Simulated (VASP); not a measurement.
# Ta (I4/mmm) in VASP: further runs

Ta is run at these levels: r2SCAN; tasks: single point.

Program: VASP 6.6.1. These are calculated values, not measurements. Logs are shortened: lines on timing, memory, paths and dates and some standing lists are left out, and cuts for length are marked.

## 1. The cell of the first run

Symmetry: I4/mmm, No. 139, tetragonal system. The conventional cell has a = 3.253 Å, b = 3.253 Å, c = 3.203 Å, α = 90.00°, β = 90.00°, γ = 90.00°. Ta (site symmetry 4/mmm) has 14 Ta at 2.80 to 3.25 Å within 3.7 Å.

## 2. Single point, r2SCAN (strain -0.015 along x and y, -0.030 along z)

POSCAR

```
Ta
1.0
   -1.6265108000      1.6265108000      1.6017416000
    1.6265108000     -1.6265108000      1.6017416000
    1.6265108000      1.6265108000     -1.6017416000
Ta
1
Direct
    0.0000000000      0.0000000000      0.0000000000
```

INCAR.step1

```
ALGO     = Normal         # electronic algorithm
EDIFF    = 1E-4           # SCF threshold, eV
ENCUT    = 520            # plane-wave cutoff, eV
GGA      = PE             # functional
ISMEAR   = 0              # smearing method
LASPH    = True           # aspherical terms in the spheres
LCHARG   = False          # write CHGCAR
LREAL    = False          # projectors in reciprocal space
LWAVE    = True           # write WAVECAR
NBANDS   = 12             # bands
NELM     = 60             # most SCF steps
PREC     = Accurate       # precision mode
SIGMA    = 0.15           # smearing width, eV
```

INCAR.step2

```
ALGO     = Normal         # electronic algorithm
EDIFF    = 1E-7           # SCF threshold, eV
ENCUT    = 520            # plane-wave cutoff, eV
ISIF     = 2              # what is computed and relaxed
ISMEAR   = 0              # smearing method
ISTART   = 1            
LASPH    = True           # aspherical terms in the spheres
LCHARG   = False          # write CHGCAR
LMIXTAU  = True         
LREAL    = False          # projectors in reciprocal space
LWAVE    = False          # write WAVECAR
METAGGA  = R2SCAN         # meta-GGA
NBANDS   = 12             # bands
NELM     = 60             # most SCF steps
PREC     = Accurate       # precision mode
SIGMA    = 0.15           # smearing width, eV
```

KPOINTS

```
k-points
0
Gamma
  20 20 20
```

Potentials or basis: VASP PAW PBE potentials, release 64 (Ta_pv).

The run is started by

```
$ cat potpaw_PBE.64/Ta_pv/POTCAR > POTCAR
$ cp INCAR.step1 INCAR
$ mpirun -np 1 vasp_std > vasp.out
$ cp INCAR.step2 INCAR
$ mpirun -np 1 vasp_std > vasp.out
```

OUTCAR:

```text
EDIFF = 1E-7
   ENCUT = 520
   ISIF = 2
   ISMEAR = 0
   ISTART = 1
   LASPH = True
   LREAL = False
   METAGGA = R2SCAN
   NELM = 60
   PREC = Accurate

 ion  position               nearest neighbor table
   1  0.000  0.000  0.000-

  LATTYP: Found a body centered tetragonal cell.
 ALAT       =     3.2530216000
 C/A-ratio  =     0.9847715736

  Lattice vectors:

 A1 = (  -1.6265108000,   1.6265108000,   1.6017416000)
 A2 = (   1.6265108000,  -1.6265108000,   1.6017416000)
 A3 = (   1.6265108000,   1.6265108000,  -1.6017416000)

Analysis of symmetry for initial positions (statically):
=====================================================================
 Subroutine PRICEL returns:
 Original cell was already a primitive cell.

 Routine SETGRP: Setting up the symmetry group for a
 body centered tetragonal supercell.

 Subroutine GETGRP returns: Found 16 space group operations
 (whereof 16 operations were pure point group operations)
 out of a pool of 16 trial point group operations.

The static configuration has the point symmetry D_4h.

Analysis of symmetry for dynamics (positions and initial velocities):
=====================================================================
 Subroutine PRICEL returns:
 Original cell was already a primitive cell.

 Routine SETGRP: Setting up the symmetry group for a
 body centered tetragonal supercell.

 Subroutine GETGRP returns: Found 16 space group operations
 (whereof 16 operations were pure point group operations)
 out of a pool of 16 trial point group operations.

The dynamic configuration has the point symmetry D_4h.

 Subroutine INISYM returns: Found 16 space group operations
 (whereof 16 operations are pure point group operations),
 and found     1 'primitive' translations

----------------------------------------------------------------------------------------

                                     Primitive cell

  volume of cell :      16.9499

  direct lattice vectors                    reciprocal lattice vectors
    -1.626510800  1.626510800  1.601741600     0.000000000  0.307406505  0.312160214
     1.626510800 -1.626510800  1.601741600     0.307406505  0.000000000  0.312160214
     1.626510800  1.626510800 -1.601741600     0.307406505  0.307406505  0.000000000

  length of vectors
[... 85 lines left out ...]
   NFREE  =      0    steps in history (QN), initial steepest desc. (CG)
   ISIF   =      2    stress and relaxation
   ISYM   =      2    0-nonsym 1-usesym 2-fastsym
   POTIM  = 0.5000    time-step for ionic-motion
   TEBEG  =    0.0;   TEEND  =   0.0 temperature during run
   PSTRESS=    0.0 pullay stress
   NELECT =      11.0000    total number of electrons
   NUPDOWN=      -1.0000    fix difference up-down
   EMIN   =  10.00;   EMAX   =-10.00  energy-range for DOS
   EFERMI =   0.00;   METHOD = LEGACY
   ISMEAR =     0;   SIGMA  =   0.15  broadening in eV -4-tet -1-fermi 0-gaus
   EFERMI_NEDOS =   21; number of points for ismear=-14 and -15
   IALGO  =     38    algorithm
   IMIX   =      4    mixing-type and parameters
     AMIX     =   0.40;   BMIX     =  1.00
     AMIX_MAG =   1.60;   BMIX_MAG =  1.00
  volume/ion in A,a.u.               =      16.95       114.38
  Fermi-wavevector in a.u.,A,eV,Ry     =   1.417371  2.678443 27.333304  2.008941
  Thomas-Fermi vector in A             =   2.538608
   LORBIT       =      0    0 simple, 1 ext, 2 COOP (PROOUT), +10 PAW based schemes
   METAGGA = R2SCAN    functional components
   LHFCALC =     F    Hartree Fock is set to
   AEXX    =    0.0000 exact exchange contribution
   IVDW    =     0    specifies the selected vdW correction
   LEPSILON=     F    determine dielectric tensor
   LRPA    =     F    only Hartree local field effects (RPA)
 non-spin polarized calculation
 Gauss-broadening in eV      SIGMA  =   0.15
  energy-cutoff  :      520.00
  volume of cell :       16.95
 maximum number of plane-waves:       474
 NGX is ok and might be reduce to    24
   NGX = 11   NGY = 11   NGZ = 11

 number of electron      10.9999999 magnetization

 Free energy of the ion-electron system (eV)
  ---------------------------------------------------
  ext. energy  EPLUGINS =         0.00000000
  ---------------------------------------------------
  free energy    TOTEN  =       -48.53317597 eV

  energy without entropy =      -48.52026649  energy(sigma->0) =      -48.52672123

 E-fermi :   5.8091     XC(G=0): -14.1288

 val. band max:        5.8007912978   @ k =  -0.3500   0.4000   0.0500
 cond. band min:       5.8100984357   @ k =  -0.2500   0.4000   0.1000
 fundamental gap:      0.0093071379
 Fermi energy:         5.8091442151

 k-point     1 :       0.0000    0.0000    0.0000
  band No.  band energies     occupation
      1     -28.1433      2.00000
      2     -28.1433      2.00000
      3     -28.1390      2.00000
      4      -2.7305      2.00000
      5       6.5136      0.00000
      6       6.7416      0.00000
      7       6.7416      0.00000
      8      10.2103      0.00000
      9      10.5233      0.00000
     10      18.2201      0.00000
     11      21.7964      0.00000
     12      21.7964      0.00000
[... 331 lines left out ...]
 k-point    24 :      -0.3500    0.0500    0.0000
  band No.  band energies     occupation
      1     -29.2599      2.00000
      2     -28.5020      2.00000
      3     -28.1693      2.00000
      4       0.7643      2.00000
      5       4.5869      2.00000
      6       5.7013      1.69085
      7      10.0376      0.00000
      8      10.9230      0.00000
      9      11.4806      0.00000
     10      18.2196      0.00000
     11      20.7976      0.00000
     12      22.5518      0.00000

 [... further k-points ...]

------------------------ aborting loop because EDIFF is reached ----------------------------------------

  FORCE on cell =-STRESS in cart. coord.  units (eV):
  Direction    XX          YY          ZZ          XY          YZ          ZX
  --------------------------------------------------------------------------------------
  -------------------------------------------------------------------------------------
  Total        1.5382238      1.5382238      1.7862363      0.0000000     -0.0000000      0.0000000
  in kB      145.3997881    145.3997881    168.8430292      0.0000000     -0.0000000      0.0000000
  external PRESSURE =     153.2142018 kB  Pullay stress =       0.0000000 kB

 VOLUME and BASIS-vectors are now :
 -----------------------------------------------------------------------------
  energy-cutoff  :      520.00
  volume of cell :       16.95
      direct lattice vectors                 reciprocal lattice vectors
    -1.626510800  1.626510800  1.601741600     0.000000000  0.307406505  0.312160214
     1.626510800 -1.626510800  1.601741600     0.307406505  0.000000000  0.312160214
     1.626510800  1.626510800 -1.601741600     0.307406505  0.307406505  0.000000000

 POSITION                                       TOTAL-FORCE (eV/Angst)
 -----------------------------------------------------------------------------------
      0.00000      0.00000      0.00000         0.000000      0.000000     -0.000000
 -----------------------------------------------------------------------------------
    total drift:                                0.000000      0.000000      0.000000

  FREE ENERGIE OF THE ION-ELECTRON SYSTEM (eV)
  ---------------------------------------------------
  free  energy   TOTEN  =       -48.5331759705 eV

  energy  without entropy=      -48.5202664886  energy(sigma->0) =      -48.52672123
```

OUTCAR.step1:

```text
EDIFF = 1E-4
   ENCUT = 520
   GGA = PE
   ISMEAR = 0
   LASPH = True
   LREAL = False
[... 576 lines left out ...]

 POSITION                                       TOTAL-FORCE (eV/Angst)
 -----------------------------------------------------------------------------------
      0.00000      0.00000      0.00000        -0.000000      0.000000     -0.000000
 -----------------------------------------------------------------------------------
    total drift:                               -0.000000      0.000000     -0.000000

  FREE ENERGIE OF THE ION-ELECTRON SYSTEM (eV)
  ---------------------------------------------------
  free  energy   TOTEN  =       -11.7494293033 eV

  energy  without entropy=      -11.7355395958  energy(sigma->0) =      -11.74248445
```

OSZICAR.step1:

```text
N       E                     dE             d eps       ncg     rms          rms(c)
DAV:   1     0.619396398915E+02    0.61940E+02   -0.61158E+03 15440   0.885E+02
DAV:   2    -0.111438983244E+02   -0.73084E+02   -0.71191E+02 17128   0.248E+02
DAV:   3    -0.121649517408E+02   -0.10211E+01   -0.10090E+01 18260   0.276E+01
DAV:   4    -0.121674676478E+02   -0.25159E-02   -0.25154E-02 17052   0.151E+00
DAV:   5    -0.121674746115E+02   -0.69637E-05   -0.69639E-05 17092   0.770E-02    0.150E+01
DAV:   6    -0.118519589147E+02    0.31552E+00   -0.24731E-01 18092   0.540E+00    0.756E+00
DAV:   7    -0.117505530912E+02    0.10141E+00   -0.23438E-01 17856   0.495E+00    0.395E-01
DAV:   8    -0.117494586093E+02    0.10945E-02   -0.57637E-03 16168   0.708E-01    0.140E-01
DAV:   9    -0.117494293033E+02    0.29306E-04   -0.10890E-04 12688   0.119E-01
   1 F= -.11749429E+02 E0= -.11742484E+02  d E =-.138897E-01
```

It took 2.6 min on 1 thread of Intel Xeon 6975P-C (Granite Rapids), shared host; peak memory 0.25 GiB.

Results:

* Free energy: -48.5332 eV
* Pressure: 15.3 GPa

Stress tensor (GPa, compression positive):
```
14.54  0.00  0.00
 0.00 14.54  0.00
 0.00  0.00 16.88
```

Caveat: the cell differs from its parent crystal (strain -0.015 along x and y, -0.030 along z); the PAW data sets were made with another functional, which shifts forces and pressure a little; spin-orbit coupling is left out, which moves the levels of the heavy elements.

## 3. Single point, r2SCAN (strain -0.030 along x and y, +0.015 along z)

POSCAR

```
Ta
1.0
   -1.6017416000      1.6017416000      1.6760492000
    1.6017416000     -1.6017416000      1.6760492000
    1.6017416000      1.6017416000     -1.6760492000
Ta
1
Direct
    0.0000000000      0.0000000000      0.0000000000
```

INCAR.step1

```
  PREC = Accurate
  ENCUT = 520
  ISMEAR = 0
  SIGMA = 0.15
  LREAL = F
  LASPH = T
  NELM = 60
  NBANDS = 12
  GGA = PE
  ALGO = Normal
  EDIFF = 1E-4
  LWAVE = T
  LCHARG = F
```

INCAR.step2

```
  PREC = Accurate
  ENCUT = 520
  EDIFF = 1E-6
  ISMEAR = 0
  SIGMA = 0.15
  LREAL = F
  LASPH = T
  NELM = 60
  ALGO = Normal
  ISIF = 2
  LWAVE = F
  LCHARG = T
  METAGGA = R2SCAN
  LMIXTAU = T
  LELF = T
  LVHAR = T
  NBANDS = 12
  ISTART = 1
```

KPOINTS

```
Automatic mesh
0
Gamma
  20 20 20
```

Potentials or basis: VASP PAW PBE potentials, release 64 (Ta_pv).

The run is started by

```
$ cat potpaw_PBE.64/Ta_pv/POTCAR > POTCAR
$ cp INCAR.step1 INCAR
$ mpirun -np 1 vasp_std > vasp.out
$ cp INCAR.step2 INCAR
$ mpirun -np 1 vasp_std > vasp.out
```

Run time: 2.2 min. Hardware: 1 thread of Intel Xeon 6975P-C (Granite Rapids), shared host; peak memory 0.25 GiB.

Results (log left out):

```
Free energy : -48.5454 eV
Pressure    : 11.8 GPa
```

Stress tensor (GPa, compression positive):
```
13.74  0.00  0.00
 0.00 13.74  0.00
 0.00  0.00  7.81
```

Levels at points of the mesh, in eV from the Fermi level:
```csv
k point,band 3,band 4,band 5,band 6,band 7,band 8,band 9,band 10
"(0.00, 0.00, 0.00)",-34.02,-8.50,0.65,0.65,1.29,4.04,4.90,12.33
"(0.50, 0.00, 0.00)",-34.03,-4.78,-1.48,1.59,3.98,5.54,8.48,12.32
"(0.50, 0.50, 0.00)",-34.07,-4.76,-2.14,1.96,4.97,5.80,8.64,12.32
"(0.50, 0.50, 0.50)",-34.96,-4.32,-4.17,7.39,7.57,7.57,8.65,9.90
```

Caveat: the cell differs from its parent crystal (strain -0.030 along x and y, +0.015 along z); the PAW data sets were made with another functional, which shifts forces and pressure a little; spin-orbit coupling is left out, which moves the levels of the heavy elements.

(Part 1 of 2 ends here.)
